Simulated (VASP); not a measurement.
Input of a VASP 6.6.1 run:

The input POSCAR:

```
PbS
1.0
    0.0000000000      2.9518857612      2.9518857612
    2.9518857612      0.0000000000      2.9518857612
    2.9518857612      2.9518857612      0.0000000000
Pb S
1 1
Direct
    0.0000000000      0.0000000000      0.0000000000
    0.5000000000      0.5000000000      0.5000000000
```

The input INCAR.step1:

```
PREC     = Accurate       # precision mode
ENCUT    = 520            # plane-wave cutoff, eV
EDIFF    = 1E-5           # SCF threshold, eV
ISMEAR   = 0              # smearing method
SIGMA    = 0.01           # smearing width, eV
LREAL    = F              # projectors in reciprocal space
LASPH    = T              # aspherical terms in the spheres
NELM     = 60             # most SCF steps
ALGO     = Normal         # electronic algorithm
ISIF     = 2              # what is computed and relaxed
LWAVE    = T              # write WAVECAR
LCHARG   = F              # write CHGCAR
NBANDS   = 17             # bands
GGA      = PE             # functional
```

INCAR.step2

```
PREC     = Accurate       # precision mode
ENCUT    = 520            # plane-wave cutoff, eV
EDIFF    = 1E-6           # SCF threshold, eV
ISMEAR   = 0              # smearing method
SIGMA    = 0.01           # smearing width, eV
LREAL    = F              # projectors in reciprocal space
LASPH    = T              # aspherical terms in the spheres
NELM     = 60             # most SCF steps
ALGO     = Normal         # electronic algorithm
ISIF     = 2              # what is computed and relaxed
LWAVE    = F              # write WAVECAR
LCHARG   = F              # write CHGCAR
GGA      = PE             # functional
LHFCALC  = T              # exact exchange
HFSCREEN = 0.2079         # screening, 1/A
PRECFOCK = Normal       
NBANDS   = 17             # bands
ISTART   = 1
```

The input KPOINTS:

```
Automatic mesh
0
Gamma
  6 6 6
```

Potentials or basis: VASP PAW PBE potentials, release 64 (Pb_d, S).

The run is started by

```sh
$ cat potpaw_PBE.64/Pb_d/POTCAR potpaw_PBE.64/S/POTCAR > POTCAR
$ cp INCAR.step1 INCAR
$ mpirun -np 1 vasp_std > vasp.out
$ cp INCAR.step2 INCAR
$ mpirun -np 1 vasp_std > vasp.out
```

(1) Estimate the pressure.

(2) What does it give for the band gap on the k mesh?

Answers

(1) 1.9 GPa.

(2) 0.73 eV.

Caveat: the PAW data sets were made with another functional, which shifts forces and pressure a little; spin-orbit coupling is left out, which moves the levels of the heavy elements.
